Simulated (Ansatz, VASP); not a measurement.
Mg5NiSe6 in VASP and in Ansatz

```
Mg Ni Se
1.0
     3.85368    0.00000    0.00000
    -1.92684    3.33739    0.00000
     0.00000    0.00000   18.84905
Mg Ni Se
5 1 6
Direct
  0.00000 0.00000 0.65683
  0.00000 0.00000 0.00000
  0.00000 0.00000 0.34317
  0.00000 0.00000 0.82841
  0.00000 0.00000 0.17159
  0.00000 0.00000 0.50000
  0.33333 0.66667 0.74262
  0.33333 0.66667 0.08579
  0.66667 0.33333 0.91421
  0.66667 0.33333 0.25738
  0.33333 0.66667 0.42938
  0.66667 0.33333 0.57062
```

Alike in both runs: task single point; functional PBE; k mesh 6 × 6 × 1; occupations gaussian, width 0.1 eV; collinear spin.

```csv
,VASP,Ansatz
version,VASP 6.6.1,Ansatz 0.2.0
potentials or method,"VASP PAW PBE potentials, release 64 (Mg, Ni, Se), cutoff 520 eV","scalar-relativistic, plane waves, PAW"
valence electrons in the cell,56,164
```

VASP gave:

| Quantity | Value |
| --- | --- |
| gap on the k mesh at the Fermi level (eV) | 0.27 |
| least direct gap on the mesh (eV) | 0.38 |
| pressure (GPa) | -0.1 |
| traceless stress, the component that is largest in VASP (GPa) | -0.07 |
| rms of the force components (eV/Å) | 0.008 |
| net moment per atom (μB) | 0.17 |
| size of the moment on the site where the two differ most (μB) | 1.20 |

**Question.** What did Ansatz give for the same quantities?

**Answer.** gap on the k mesh at the Fermi level (eV): 0.30; least direct gap on the mesh (eV): 0.40; pressure (GPa): 0.0; traceless stress, the component that is largest in VASP (GPa): -0.04; rms of the force components (eV/Å): 0.003; net moment per atom (μB): 0.17; size of the moment on the site where the two differ most (μB): 1.24.

Site moments also hang on the region over which each program counts them. Atom by atom the forces differ by 0.005 eV/Å (rms over components). The functional is the same, so the differences come from potentials, cutoffs and numerics. VASP's potentials hold 56 valence electrons a cell and Ansatz's 164, so a difference there can come from the potentials and not from the codes.
